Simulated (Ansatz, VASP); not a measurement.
One calculation of Ti, two programs

```
Ti
1.0
     2.82092    0.00000    0.00000
    -1.41046    2.44299    0.00000
     0.00000    0.00000    4.46461
Ti
2
Cartesian
  0.0000 1.6287 1.1162
  1.4105 0.8143 3.3485
```

Change from the starting cell: strain -0.040 along x and y, -0.040 along z, atoms carried along.

Alike in both runs: task single point; functional PBE; k mesh 24 × 24 × 14; occupations gaussian, width 0.15 eV; no spin polarisation.

|  | VASP | Ansatz |
| --- | --- | --- |
| version | VASP 6.6.1 | Ansatz 0.2.0 |
| potentials or method | VASP PAW PBE potentials, release 64 (Ti_sv), cutoff 520 eV | scalar-relativistic, plane waves, PAW |
| valence electrons in the cell | 24 | 24 |

|  | VASP | Ansatz | Ansatz less VASP |
| --- | --- | --- | --- |
| gap on the k mesh at the Fermi level (eV) | none | none | - |
| pressure (GPa) | 16.5 | 17.0 | +0.54 |
| traceless stress, the component that is largest in VASP (GPa) | 0.28 | 0.28 | +0.001 |

A gap of «none» marks a metal or a gap that the smearing closes. The functional is the same, so the differences come from potentials, cutoffs and numerics.
